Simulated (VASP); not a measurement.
Input of a VASP 6.6.1 run:

The input INCAR:

```
ALGO = Normal
EDIFF = 1E-6
ENCUT = 520
ISIF = 2
ISMEAR = -1
LASPH = T
LCHARG = T
LELF = T
LREAL = F
LVHAR = T
LWAVE = F
NBANDS = 16
NELM = 60
PREC = Accurate
SIGMA = 0.05
```

The input KPOINTS:

```
k-points
0
Gamma
  12 12 12
```

POSCAR

```
CdSe
1.0
    0.0000000000      2.3022857817      2.3022857817
    2.3022857817      0.0000000000      2.3022857817
    2.3022857817      2.3022857817      0.0000000000
Cd Se
1 1
Direct
    0.0000000000      0.0000000000      0.0000000000
    0.2500000000      0.2500000000      0.2500000000
```

Potentials or basis: VASP PAW LDA potentials, release 64 (Cd, Se).

Launch:

```bash
$ cat potpaw_LDA.64/Cd/POTCAR potpaw_LDA.64/Se/POTCAR > POTCAR
$ mpirun -np 1 vasp_std > vasp.out
```

(1) Estimate the pressure.

(2) Predict the band gap on the k mesh.

## Answers

(1) 308.8 GPa.

(2) 0.55 eV, indirect (least direct gap 1.07 eV).
